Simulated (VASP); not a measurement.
# ZnCd2Se3 (P3m1) in VASP: further runs, part 2 of 2

VASP 6.6.1. Earlier steps stand in the parts before.

## (4) Relaxation of cell and atoms, PBE

INCAR reads:

```
  PREC = Accurate
  ENCUT = 600
  EDIFF = 1E-6
  ISMEAR = 0
  SIGMA = 0.02
  LREAL = F
  LASPH = T
  NELM = 60
  ALGO = Normal
  ISIF = 3
  LWAVE = F
  LCHARG = F
  GGA = PE
  IBRION = 2
  NSW = 100
  EDIFFG = -0.01
```

KPOINTS reads:

```
Automatic mesh
0
Gamma
  12 12 4
```

POSCAR reads:

```
ZnCd2Se3
1.0
    4.2647078000      0.0000000000      0.0000000000
   -2.1323539000      3.6933453000      0.0000000000
    0.0000000000      0.0000000000     10.5205651000
Zn Cd Se
1 2 3
Direct
    0.0000000000      0.0000000000      0.6674030000
    0.3333333000      0.6666667000      0.9907320000
    0.6666667000      0.3333333000      0.3386090000
    0.3333333000      0.6666667000      0.7363560000
    0.0000000000      0.0000000000      0.4317990000
    0.6666667000      0.3333333000      0.0851020000
```

Potentials or basis: VASP PAW PBE potentials, release 64 (Zn, Cd, Se).

Started as:

```
> cat potpaw_PBE.64/Zn/POTCAR potpaw_PBE.64/Cd/POTCAR potpaw_PBE.64/Se/POTCAR > POTCAR
> mpirun -np 1 vasp_std > vasp.out
```

OUTCAR:

```text
PREC = Accurate
   ENCUT = 600
   EDIFF = 1E-6
   ISMEAR = 0
   LREAL = F
   LASPH = T
   NELM = 60
   ISIF = 3
   GGA = PE
   IBRION = 2
   NSW = 100
   EDIFFG = -0.01

 ion  position               nearest neighbor table
   1  0.000  0.000  0.667-   5 2.48   4 2.57   4 2.57   4 2.57
   2  0.333  0.667  0.991-   6 2.65   6 2.65   6 2.65   4 2.68
   3  0.667  0.333  0.339-   5 2.65   5 2.65   5 2.65   6 2.67
   4  0.333  0.667  0.736-   1 2.57   1 2.57   1 2.57   2 2.68
   5  0.000  0.000  0.432-   1 2.48   3 2.65   3 2.65   3 2.65
   6  0.667  0.333  0.085-   2 2.65   2 2.65   2 2.65   3 2.67

  LATTYP: Found a hexagonal cell.
 ALAT       =     4.2647078000
 C/A-ratio  =     2.4668900176

  Lattice vectors:

 A1 = (   4.2647078000,   0.0000000000,   0.0000000000)
 A2 = (  -2.1323539000,   3.6933453000,   0.0000000000)
 A3 = (   0.0000000000,   0.0000000000,  10.5205651000)

[... 233 lines left out ...]

 E-fermi :   0.9111     XC(G=0):  -8.7826

 val. band max:        0.7800283352   @ k =   0.0000   0.0000   0.0000
 cond. band min:       1.3130731002   @ k =   0.0000   0.0000   0.0000
 fundamental gap:      0.5330447650
 Fermi energy:         0.9110690125

 k-point     1 :       0.0000    0.0000    0.0000
  band No.  band energies     occupation
      1     -11.8010      2.00000
      2     -11.4477      2.00000
      3     -11.3918      2.00000
      4      -7.0392      2.00000
      5      -7.0392      2.00000
      6      -6.9938      2.00000
[... 829 lines left out ...]
     31       5.5020      0.00000
     32       6.3773      0.00000

 [... further k-points ...]

------------------------ aborting loop because EDIFF is reached ----------------------------------------

  FORCE on cell =-STRESS in cart. coord.  units (eV):
  Direction    XX          YY          ZZ          XY          YZ          ZX
  --------------------------------------------------------------------------------------
  -------------------------------------------------------------------------------------
  Total       -0.0391515     -0.0391515     -0.0432472     -0.0000000      0.0000000      0.0000000
  in kB       -0.3765274     -0.3765275     -0.4159160     -0.0000000      0.0000000      0.0000000
  external PRESSURE =      -0.3896570 kB  Pullay stress =       0.0000000 kB

 VOLUME and BASIS-vectors are now :
 -----------------------------------------------------------------------------
  energy-cutoff  :      600.00
  volume of cell :      166.60
      direct lattice vectors                 reciprocal lattice vectors
     4.272308379  0.000000000 -0.000000000     0.234065501  0.135137780  0.000000000
    -2.136154189  3.699927594  0.000000000    -0.000000000  0.270275559  0.000000000
     0.000000000  0.000000000 10.539180240     0.000000000  0.000000000  0.094884040

 POSITION                                       TOTAL-FORCE (eV/Angst)
 -----------------------------------------------------------------------------------
      4.27231      0.00000      7.03366         0.000000      0.000000     -0.007971
     -0.00000      2.46662     10.44139        -0.000000      0.000000     -0.000658
      2.13615      1.23331      3.56853        -0.000000     -0.000000      0.004835
     -0.00000      2.46662      7.75986         0.000000      0.000000     -0.003399
      4.27231      0.00000      4.55185         0.000000      0.000000      0.009450
      2.13615      1.23331      0.89706         0.000000     -0.000000     -0.002257
 -----------------------------------------------------------------------------------
    total drift:                               -0.000007      0.000004     -0.001153

  FREE ENERGIE OF THE ION-ELECTRON SYSTEM (eV)
  ---------------------------------------------------
  free  energy   TOTEN  =       -16.9002400987 eV

  energy  without entropy=      -16.9002400987  energy(sigma->0) =      -16.90024010

 reached required accuracy - stopping structural energy minimisation
```

OSZICAR:

```text
N       E                     dE             d eps       ncg     rms          rms(c)
DAV:   1     0.440290407991E+03    0.44029E+03   -0.27155E+04  4416   0.182E+03
[... 16 lines left out ...]
DAV:   1    -0.169147954463E+02   -0.15013E-01   -0.29283E-01  4936   0.568E+00    0.880E-01
DAV:   2    -0.169020196560E+02    0.12776E-01   -0.41480E-02  4992   0.277E+00    0.298E-01
DAV:   3    -0.169006090712E+02    0.14106E-02   -0.34938E-03  4856   0.430E-01    0.241E-01
DAV:   4    -0.169002995905E+02    0.30948E-03   -0.28144E-04  4672   0.101E-01    0.764E-02
DAV:   5    -0.169002404962E+02    0.59094E-04   -0.70468E-05  5952   0.821E-02    0.162E-02
DAV:   6    -0.169002396896E+02    0.80661E-06   -0.15491E-05  4768   0.257E-02    0.460E-03
DAV:   7    -0.169002400987E+02   -0.40910E-06   -0.10064E-06  2760   0.814E-03
   2 F= -.16900240E+02 E0= -.16900240E+02  d E =-.457558E-03
```

Run time: 21 min. Hardware: 1 thread of Oxide Virtual Turin-like, shared host; peak memory 0.62 GiB.

Results:

- Free energy: -16.9002 eV
- Relaxed volume: 27.77 Å³/atom
- Relaxed cell: a = 4.272 Å, b = 4.272 Å, c = 10.539 Å, α = 90.00°, β = 90.00°, γ = 120.00°
- Space group after relaxing (to 0.1 Å): P3m1 (No. 156)
- Energy gained by relaxing: 0.1 meV/atom
- Ionic steps: 2
- Pressure after relaxing: 0.0 GPa
- Largest force after relaxing: 0.009 eV/Å
- Band gap on the k mesh: 0.53 eV

Forces on the atoms (eV/Å):
```
Zn   0.000  0.000 -0.008
Cd   0.000  0.000 -0.001
Cd   0.000  0.000  0.005
Se   0.000  0.000 -0.003
Se   0.000  0.000  0.009
Se   0.000  0.000 -0.002
```

The path:
```
step  energy change (eV)  largest force (eV/Å)  pressure (GPa)  volume (Å³)
   1              0.0000                0.0216            0.21       165.71
   2             -0.0005                0.0094           -0.04       166.60
```

Final structure:
```
Zn Cd Se
1.0
     4.27231    0.00000    0.00000
    -2.13615    3.69993    0.00000
     0.00000    0.00000   10.53918
Zn Cd Se
1 2 3
Direct
  0.00000 0.00000 0.66738
  0.33333 0.66667 0.99072
  0.66667 0.33333 0.33860
  0.33333 0.66667 0.73629
  0.00000 0.00000 0.43190
  0.66667 0.33333 0.08512
```

## (5) Relaxation of shape and atoms at fixed volume, PBE (28.45 Å³/atom)

This run uses another cell than the first one, of 28.45 Å³/atom.

INCAR reads:

```
SYSTEM = ZnCd2Se3
  PREC = Accurate
  ENCUT = 600
  EDIFF = 1E-6
  ISMEAR = 0
  SIGMA = 0.02
  LREAL = .FALSE.
  LASPH = .TRUE.
  NELM = 80
  ALGO = Normal
  ISIF = 4
  LWAVE = .FALSE.
  LCHARG = .FALSE.
  GGA = PE
  IBRION = 2
  NSW = 50
  EDIFFG = -0.01
```

KPOINTS reads:

```
Automatic mesh
0
G
  12 12 4
  0 0 0
```

POSCAR reads:

```
ZnCd2Se3
1.0
    4.3069353792      0.0000000000      0.0000000000
   -2.1534676896      3.7299154508      0.0000000000
    0.0000000000      0.0000000000     10.6247358856
Zn Cd Se
1 2 3
Direct
    0.0000000000      0.0000000000      0.6674030000
    0.3333333333      0.6666666667      0.9907320000
    0.6666666667      0.3333333333      0.3386090000
    0.3333333333      0.6666666667      0.7363560000
    0.0000000000      0.0000000000      0.4317990000
    0.6666666667      0.3333333333      0.0851020000
```

Started as:

```
> cat potpaw_PBE.64/Zn/POTCAR potpaw_PBE.64/Cd/POTCAR potpaw_PBE.64/Se/POTCAR > POTCAR
> mpirun -np 1 vasp_std > vasp.out
```

Run time: 31 min. Hardware: 1 thread of AMD EPYC 9755, shared host; peak memory 0.64 GiB.

It converged, with:

* Free energy: -16.8861 eV
* Energy gained by relaxing: 0.0 meV/atom
* Ionic steps: 6
* Pressure after relaxing: -1.1 GPa
* Largest force after relaxing: 0.003 eV/Å
* Band gap on the k mesh: 0.48 eV

Forces on the atoms (eV/Å):
```
Zn   0.000  0.000 -0.001
Cd   0.000  0.000  0.001
Cd   0.000  0.000 -0.002
Se   0.000  0.000 -0.001
Se   0.000  0.000 -0.001
Se   0.000  0.000  0.003
```

The path:
```csv
step,energy change (eV),largest force (eV/Å),pressure (GPa),volume (Å³)
1,0.0000,0.0449,-1.14,170.68
2,-0.0002,0.0248,-1.14,170.68
3,-0.0002,0.0191,-1.13,170.68
4,-0.0002,0.0128,-1.13,170.68
5,-0.0003,0.0108,-1.13,170.68
6,-0.0003,0.0035,-1.13,170.68
```

Final structure:
```
Zn Cd Se
1.0
     4.30881    0.00000    0.00000
    -2.15441    3.73154    0.00000
     0.00000    0.00000   10.61548
Zn Cd Se
1 2 3
Direct
  0.00000 0.00000 0.66683
  0.33333 0.66667 0.99116
  0.66667 0.33333 0.33893
  0.33333 0.66667 0.73650
  0.00000 0.00000 0.43160
  0.66667 0.33333 0.08498
```

Levels at points of the mesh, in eV from the valence-band top:
| k point | band 25 | band 26 | band 27 | band 28 | band 29 | band 30 |
| --- | --- | --- | --- | --- | --- | --- |
| (0.00, 0.00, 0.00) | -0.12 | 0.00 | 0.00 | 0.48 | 2.08 | 2.60 |
| (0.50, 0.00, 0.00) | -1.49 | -1.03 | -0.89 | 2.94 | 3.25 | 3.30 |
| (0.00, 0.00, 0.50) | -0.26 | -0.12 | -0.12 | 1.56 | 1.97 | 2.42 |
| (0.50, 0.00, 0.50) | -1.35 | -0.76 | -0.67 | 2.22 | 3.30 | 3.80 |

## (6) Relaxation of shape and atoms at fixed volume, PBE (25.96 Å³/atom)

This run uses another cell than the first one, of 25.96 Å³/atom.

INCAR reads:

```
PREC = Accurate
ENCUT = 600
EDIFF = 1E-6
ISMEAR = 0
SIGMA = 0.02
LREAL = False
LASPH = True
NELM = 60
ALGO = Normal
ISIF = 4
LWAVE = False
LCHARG = False
GGA = PE
IBRION = 2
NSW = 50
EDIFFG = -0.01
```

KPOINTS reads:

```
regular mesh
0
Gamma
  12 12 4
```

POSCAR reads:

```
ZnCd2Se3
1.0
    4.1748152960      0.0000000000      0.0000000000
   -2.0874076480      3.6154961024      0.0000000000
    0.0000000000      0.0000000000     10.3197921734
Zn Cd Se
1 2 3
Direct
    0.0000000000      0.0000000000      0.6679016347
    0.3333333333      0.6666666667      0.9900087850
    0.6666666667      0.3333333333      0.3383375856
    0.3333333333      0.6666666667      0.7359721833
    0.0000000000      0.0000000000      0.4324751486
    0.6666666667      0.3333333333      0.0853056629
```

Potentials or basis: VASP PAW PBE potentials, release 64 (Zn, Cd, Se).

Started as:

```
> cat potpaw_PBE.64/Zn/POTCAR potpaw_PBE.64/Cd/POTCAR potpaw_PBE.64/Se/POTCAR > POTCAR
> mpirun -np 1 vasp_std > vasp.out
```

It took 30 min on 1 thread of Oxide Virtual Turin-like, shared host; peak memory 0.6 GiB.

It converged, with:

```yaml
Free_energy: -16.7840 eV
Energy_gained_by_relaxing: 0.2 meV/atom
Ionic_steps: 6
Pressure_after_relaxing: 3.7 GPa
Band_gap_on_the_k_mesh: 0.67 eV
```

Forces on the atoms (eV/Å):
```
Zn   0.000  0.000 -0.001
Cd   0.000  0.000  0.000
Cd   0.000  0.000 -0.002
Se   0.000  0.000  0.002
Se   0.000  0.000 -0.001
Se   0.000  0.000  0.001
```

Step by step:
| step | energy change (eV) | largest force (eV/Å) | pressure (GPa) | volume (Å³) |
| --- | --- | --- | --- | --- |
| 1 | 0.0000 | 0.0575 | 3.69 | 155.77 |
| 2 | -0.0004 | 0.0373 | 3.68 | 155.77 |
| 3 | -0.0007 | 0.0435 | 3.65 | 155.77 |
| 4 | -0.0008 | 0.0202 | 3.64 | 155.77 |
| 5 | -0.0009 | 0.0248 | 3.65 | 155.77 |
| 6 | -0.0009 | 0.0023 | 3.65 | 155.77 |

Final structure:
```
Zn Cd Se
1.0
     4.17066    0.00000    0.00000
    -2.08533    3.61190    0.00000
     0.00000    0.00000   10.34037
Zn Cd Se
1 2 3
Direct
  0.00000 0.00000 0.66872
  0.33333 0.66667 0.98893
  0.66667 0.33333 0.33802
  0.33333 0.66667 0.73537
  0.00000 0.00000 0.43344
  0.66667 0.33333 0.08552
```

Levels at points of the mesh, in eV from the valence-band top:
```
           k point  band 25  band 26  band 27  band 28  band 29  band 30
(0.00, 0.00, 0.00)    -0.19     0.00     0.00     0.67     2.19     2.83
(0.50, 0.00, 0.00)    -1.77    -1.24    -1.02     2.82     3.23     3.45
(0.00, 0.00, 0.50)    -0.33    -0.13    -0.13     1.69     2.18     2.62
(0.50, 0.00, 0.50)    -1.57    -0.94    -0.78     2.29     3.20     3.76
```

## (7) Summary

| task | cell | cutoff (eV) | gap on the mesh (eV) | pressure (GPa) | largest force (eV/Å) |
| --- | --- | --- | --- | --- | --- |
| single point | a = 4.265, b = 4.265, c = 10.521 Å, angles 90.0, 90.0, 120.0°, 6 atoms, atomic positions A | 520 | 0.55 | 0.3 | 0.02 |
| relaxation of cell and atoms | relaxed from a = 4.265, b = 4.265, c = 10.521 Å, angles 90.0, 90.0, 120.0°, 6 atoms, atomic positions A | 600 | 0.53 | 0.0 | 0.01 |
| relaxation of shape and atoms at fixed volume | relaxed from a = 4.307, b = 4.307, c = 10.625 Å, angles 90.0, 90.0, 120.0°, 6 atoms, atomic positions A | 600 | 0.48 | -1.1 | - |
| relaxation of shape and atoms at fixed volume | relaxed from a = 4.175, b = 4.175, c = 10.320 Å, angles 90.0, 90.0, 120.0°, 6 atoms, atomic positions B | 600 | 0.67 | 3.7 | - |

Alike in all rows: level PBE; potentials or basis VASP PAW PBE potentials, release 64 (Zn, Cd, Se); no spin polarisation; k mesh 12 × 12 × 4; smearing gaussian 0.02 eV.

Total energies depend on the potentials used, so only differences within one code and one set of settings carry meaning.
